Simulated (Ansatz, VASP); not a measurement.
**BaNaF in VASP and in Ansatz**

```
Na Ba F
1.0
     4.43407    0.00000    0.00000
    -2.21703    3.84002    0.00000
     0.00000    0.00000    6.96646
Na Ba F
1 1 1
Direct
  0.00000 0.00000 0.00000
  0.33333 0.66667 0.50000
  0.66667 0.33333 0.50000
```

Change from the starting cell: species swapped into the HoCuSi type (P-6m2, No. 187).

Alike in both runs: functional PBE; k mesh 12 × 12 × 8; occupations gaussian, width 0.1 eV; no spin polarisation.

Ansatz relaxed the structure, and its values are those at the end. VASP's run is a single point on that final structure, the one shown.

|  | VASP | Ansatz |
| --- | --- | --- |
| version | VASP 6.6.1 | Ansatz 0.2.0 |
| potentials or method | VASP PAW PBE potentials, release 64 (Na_pv, Ba_sv, F), cutoff 520 eV | scalar-relativistic, plane waves, PAW |
| valence electrons in the cell | 24 | 26 |

VASP gave:

* gap on the k mesh at the Fermi level (eV): none
* pressure (GPa): 0.3

**Question.** What did Ansatz give for the same quantities?

**Answer.** gap on the k mesh at the Fermi level (eV): none; pressure (GPa): 0.0.

A gap of «none» marks a metal or a gap that the smearing closes. VASP's potentials hold 24 valence electrons a cell and Ansatz's 26, so a difference there can come from the potentials and not from the codes.

Neither program's run includes spin-orbit coupling.
